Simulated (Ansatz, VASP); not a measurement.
## CdS in VASP and in Ansatz

```
Cd S
1.0
     0.00000    2.66978    2.66978
     2.66978    0.00000    2.66978
     2.66978    2.66978    0.00000
Cd S
1 1
Direct
  0.00000 0.00000 0.00000
  0.50000 0.50000 0.50000
```

Alike in both runs: functional LDA; k mesh 9 × 9 × 9; occupations fermi-dirac, width 0.02 eV; no spin polarisation.

Ansatz relaxed the structure, and its values are those at the end. VASP's run is a single point on that final structure, the one shown.

```csv
,VASP,Ansatz
version,VASP 6.6.1,Ansatz 0.2.0
potentials or method,"VASP PAW LDA potentials, release 64 (Cd, S)","PAW with Ansatz's default frozen-core files, scalar-relativistic"
plane-wave cutoff (eV),520,420
valence electrons in the cell,18,26
```

Ansatz gave:

| Quantity | Value |
| --- | --- |
| pressure (GPa) | 0.0 |

Task: Which values does VASP return?

Result: Pressure (GPa): 0.7.

LDA's correlation is that of Perdew and Zunger in VASP and of Perdew and Wang (1992) in Ansatz. VASP's potentials hold 18 valence electrons a cell and Ansatz's 26, so a difference there can come from the potentials and not from the codes.
